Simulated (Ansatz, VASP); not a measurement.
## TaN: VASP beside Ansatz

```
Ta N
1.0
     2.89777    0.00000    0.00000
     0.00000    2.95018    0.00000
     0.00000    0.00000   26.92303
Ta N
5 5
Cartesian
  1.4489 1.4751 7.5302
  1.4489 0.0000 10.0698
  1.4489 1.4751 12.6340
  1.4489 0.0000 15.1959
  1.4489 1.4751 17.9143
  0.0000 1.4751 9.2258
  0.0000 0.0000 11.7701
  0.0000 1.4751 14.3171
  0.0000 0.0000 16.8067
  0.0000 1.4751 19.1513
```

Alike in both runs: functional PBE; k mesh 12 × 12 × 1; occupations gaussian, width 0.1 eV; no spin polarisation.

Ansatz relaxed the structure, and its values are those at the end. VASP's run is a single point on that final structure, the one shown.

|  | VASP | Ansatz |
| --- | --- | --- |
| version | VASP 6.6.1 | Ansatz 0.2.0 |
| potentials or method | VASP PAW PBE potentials, release 64 (Ta_pv, N), cutoff 520 eV | scalar-relativistic, plane waves, PAW |
| valence electrons in the cell | 80 | 90 |

```tsv
	VASP	Ansatz	Ansatz less VASP
gap on the k mesh at the Fermi level (eV)	none	none	-
rms of the force components (eV/Å)	0.040	0.004	-0.0365
```

A gap of «none» marks a metal or a gap that the smearing closes. The functional is the same, so the differences come from potentials, cutoffs and numerics. VASP's potentials hold 80 valence electrons a cell and Ansatz's 90, so a difference there can come from the potentials and not from the codes. Ansatz's warnings: xc potential rough in thin density.

Neither program's run includes spin-orbit coupling.
